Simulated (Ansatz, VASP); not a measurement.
Sc2Cu3: VASP beside Ansatz

```xyz
5
Lattice="4.8233 0.0000 0.0000 -2.4116 4.1771 0.0000 0.0000 0.0000 4.4474" Properties=species:S:1:pos:R:3 pbc="T T T"
Sc    0.0000    2.7847    2.2237
Sc    2.4116    1.3924    2.2237
Cu    0.0000    2.7847    0.0000
Cu    2.4116    1.3924    0.0000
Cu    0.0000    0.0000    2.2237
```

Alike in both runs: task single point; functional PBE; k mesh 6 × 6 × 4; occupations gaussian, width 0.1 eV; no spin polarisation.

|  | VASP | Ansatz |
| --- | --- | --- |
| version | VASP 6.6.1 | Ansatz 0.2.0 |
| potentials or method | VASP PAW PBE potentials, release 64 (Sc_sv, Cu), cutoff 520 eV | scalar-relativistic, plane waves, PAW |
| valence electrons in the cell | 55 | 79 |

VASP gave:

* gap on the k mesh at the Fermi level (eV): none
* pressure (GPa): 11.3
* traceless stress, the component that is largest in VASP (GPa): 21.41

Task: Which values does Ansatz return?

Result: gap on the k mesh at the Fermi level (eV): none; pressure (GPa): 10.8; traceless stress, the component that is largest in VASP (GPa): 20.92.

A gap of «none» marks a metal or a gap that the smearing closes. With one functional, cell and mesh, what is left measures potentials, basis and numerics. VASP's potentials hold 55 valence electrons a cell and Ansatz's 79, so a difference there can come from the potentials and not from the codes.
